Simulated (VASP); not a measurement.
## Hf: single point with PBEsol

Crystal: Hf.

```xyz
2
Lattice="3.0964 0.0000 0.0000 -1.5482 2.6816 0.0000 0.0000 0.0000 4.9210" Properties=species:S:1:pos:R:3 pbc="T T T"
Hf    0.0000    1.7877    1.2302
Hf    1.5482    0.8939    3.6907
```

```json
{
 "Program": "VASP 6.6.1",
 "Task": "single point",
 "Functional": "PBEsol",
 "Potentials or basis": "VASP PAW PBE potentials, release 64 (Hf_pv)",
 "Cutoff": "500 eV",
 "k mesh": "18 × 18 × 10",
 "Occupations": "fermi-dirac, width 0.1 eV",
 "Spin": "no spin polarisation",
 "Dipole correction": "no",
 "Further INCAR settings": "ALGO = Normal; EDIFF = 1e-06; NBANDS = 17"
}
```

The pressure is 6.6 GPa and the band gap on the k mesh is zero (band 10 reaches 6.59 eV, above the bottom of band 11 at 5.05 eV).

Stress tensor (GPa, compression positive):
```
6.68 0.00 0.00
0.00 6.68 0.00
0.00 0.00 6.56
```

Levels at points of the mesh, in eV from the Fermi level:
```
           k point  band 7  band 8  band 9  band 10  band 11  band 12  band 13  band 14
(0.00, 0.00, 0.00)   -7.67   -4.00    1.01     1.21     1.21     1.47     2.12     2.12
(0.50, 0.00, 0.00)   -3.49   -3.09   -2.52    -0.57     0.80     0.98     1.84     6.56
(0.00, 0.00, 0.50)   -5.54   -5.54    0.12     0.12     1.10     1.10     1.10     1.10
(0.50, 0.00, 0.50)   -3.70   -3.70   -1.16    -1.16     1.55     1.55     2.88     2.88
```

It took 73 s on 1 thread of Intel(R) Xeon(R) Platinum 8259CL CPU @ 2.50GHz (Skylake/Cascade Lake), with other jobs on the host, peak memory 0.25 GiB.

Caveat: the PAW data sets were made with another functional, which shifts forces and pressure a little; spin-orbit coupling is left out, which moves the levels of the heavy elements.
